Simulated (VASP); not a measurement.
# Au: single point with PBE+D3(BJ)

Crystal: Au.

```
Au
1.0
     0.00000    1.88913    1.88913
     1.88913    0.00000    1.88913
     1.88913    1.88913    0.00000
Au
1
Direct
  0.00000 0.00000 0.00000
```

```yaml
Program: VASP 6.6.1
Task: single point
Functional: PBE
Dispersion: D3(BJ)
Potentials_or_basis: VASP PAW PBE potentials, release 64 (Au)
Cutoff: 500 eV
k_mesh: 11 × 11 × 11
Occupations: methfessel-paxton, width 0.05 eV
Spin: no spin polarisation
Dipole_correction: no
Further_INCAR_settings: ALGO = Normal; EDIFF = 1e-06; NBANDS = 12
```

```
Pressure                   : 80.5 GPa
Band gap on the k mesh     : zero (an odd number of electrons rules out a gap without spin polarisation)
Dispersion energy per atom : -0.849 eV
```

Levels at points of the mesh, in eV from the Fermi level:
| k point | band 3 | band 4 | band 5 | band 6 | band 7 | band 8 | band 9 | band 10 |
| --- | --- | --- | --- | --- | --- | --- | --- | --- |
| (0.00, 0.00, 0.00) | -6.09 | -6.09 | -3.81 | -3.81 | 13.98 | 19.36 | 19.36 | 19.36 |

Run time: 3.8 s on 1 thread of Intel(R) Xeon(R) 6975P-C (Granite Rapids), with other jobs on the host, peak memory 0.14 GiB.

Caveat: three body term missing; the cell stands under pressure; spin-orbit coupling is left out, which moves the levels of the heavy elements.
